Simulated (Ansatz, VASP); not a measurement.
One calculation of NaGeCl2F6, two programs

```
F Na Ge Cl
1.0
     0.00000    4.20306    4.20306
     4.20306    0.00000    4.20306
     4.20306    4.20306    0.00000
F Na Ge Cl
6 1 1 2
Direct
  0.76000 0.24000 0.24000
  0.24000 0.76000 0.24000
  0.24000 0.76000 0.76000
  0.76000 0.24000 0.76000
  0.24000 0.24000 0.76000
  0.76000 0.76000 0.24000
  0.50000 0.50000 0.50000
  0.00000 0.00000 0.00000
  0.25000 0.25000 0.25000
  0.75000 0.75000 0.75000
```

Alike in both runs: task single point; functional r2SCAN; k mesh 5 × 5 × 5; occupations methfessel-paxton of order 1, width 0.0282 eV; no spin polarisation.

|  | VASP | Ansatz |
| --- | --- | --- |
| version | VASP 6.6.1 | Ansatz 0.2.0 |
| potentials or method | VASP PAW PBE potentials, release 64 (F, Na_pv, Ge_d, Cl), cutoff 520 eV | PAW plane waves |
| valence electrons in the cell | 77 | 79 |

Ansatz gave:

```
pressure (GPa)                     : -11.5
rms of the force components (eV/Å) : 1.381
```

Task: Which values does VASP return?

Result: Pressure (GPa): -11.7; rms of the force components (eV/Å): 1.345.

VASP's potentials were made for PBE, not for r2SCAN. Atom by atom the forces differ by 0.036 eV/Å (rms over components). With one functional, cell and mesh, what is left measures potentials, basis and numerics. VASP's potentials hold 77 valence electrons a cell and Ansatz's 79, so a difference there can come from the potentials and not from the codes.
